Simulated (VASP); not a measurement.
SiO2, 12 atoms in the cell. It takes space group P6_322 (No. 182, hexagonal). Conventional cell: a = 5.069 Å, b = 5.069 Å, c = 8.558 Å, α = 90.00°, β = 90.00°, γ = 120.00°. Within 2.1 Å of Si (site symmetry 3) lie 4 O at 1.60 to 1.61 Å. Within 2.1 Å of O (site symmetry 2) lie 2 Si at 1.61 Å. O (site symmetry 32) has 2 Si at 1.60 Å within 2.1 Å. 

```yaml
Program: VASP 6.6.1
Task: relaxation of cell and atoms
Functional: r2SCAN
Potentials_or_basis: VASP PAW PBE potentials, release 64 (Si_GW, O_GW)
Cutoff: 690 eV
k_mesh: 5 × 5 × 3
Occupations: gaussian, width 0.03 eV
Spin: no spin polarisation
Tolerance_level: tight
Purpose: choice of potentials
Passes: 2
Further_INCAR_settings: ALGO = Normal; EDIFF = 1e-07
```

Potentials or basis: VASP PAW PBE potentials, release 64 (Si_GW, O_GW).

The run is started by

```sh
$ cat potpaw_PBE.64/Si_GW/POTCAR potpaw_PBE.64/O_GW/POTCAR > POTCAR
$ cp INCAR.step1 INCAR
$ cp POSCAR.step1 POSCAR
$ mpirun -np 8 vasp_std > vasp.out
$ cp CONTCAR POSCAR
$ mpirun -np 8 vasp_std > vasp.out
$ cp CONTCAR POSCAR
$ cp INCAR.step3 INCAR
$ mpirun -np 8 vasp_std > vasp.out
```

Hardware: 8 MPI ranks on Intel(R) Xeon(R) 6975P-C (Granite Rapids), on a shared host.

Problem. Estimate the wall time of this run.

Solution. Run time: 30 min on 8 MPI ranks on Intel(R) Xeon(R) 6975P-C (Granite Rapids) (shared host), peak memory 0.67 GiB a rank. Counts: k points 10, ion steps 17.
